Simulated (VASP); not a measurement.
Write the native input for VASP 6.6.1 that does the following.

| Quantity | Value |
| --- | --- |
| Task | single point |
| Functional | LDA |
| Potentials or basis | VASP PAW LDA potentials, release 64 (Hg) |
| Cutoff | 520 eV |
| k mesh | 12 × 12 × 12 |
| Occupations | fermi-dirac, width 0.03 eV |
| Spin | no spin polarisation |
| Dipole correction | no |
| Further INCAR settings | ALGO = Normal; EDIFF = 1e-06; NBANDS = 12 |

The structure of Hg lies in POSCAR:

```
Hg
1.0
    1.7646004644      1.0187925532      2.2340000000
   -1.7646004644      1.0187925532      2.2340000000
    0.0000000000     -2.0375851062      2.2340000000
Hg
1
Direct
    0.0000000000      0.0000000000      0.0000000000
```

This cell differs from its parent crystal: equal xx and yy strain of +2 %.

One way to write it, as run:

INCAR

```
PREC = Accurate ; ENCUT = 520
EDIFF = 1E-6 ; ISMEAR = -1
SIGMA = 0.03 ; LREAL = F
LASPH = T ; NELM = 100
ALGO = Normal ; ISIF = 2
LWAVE = F ; LCHARG = T
GGA = CA ; LELF = T
LVHAR = T ; NBANDS = 12
```

KPOINTS

```
regular mesh
0
Gamma
  12 12 12
```

Potentials or basis: VASP PAW LDA potentials, release 64 (Hg).

The run is started by

```console
$ cat potpaw_LDA.64/Hg/POTCAR > POTCAR
$ mpirun -np 1 vasp_std > vasp.out
```

Results of the run:

```yaml
Pressure: -2.4 GPa
Band_gap_on_the_k_mesh: zero (bands 6 and 7 overlap by 3.04 eV)
```

Caveat: the cell differs from its parent crystal (equal xx and yy strain of +2 %); spin-orbit coupling is left out, which moves the levels of the heavy elements.

Wall time 36 s on 1 thread of Intel Xeon 8259CL (shared host), peak memory 0.17 GiB.
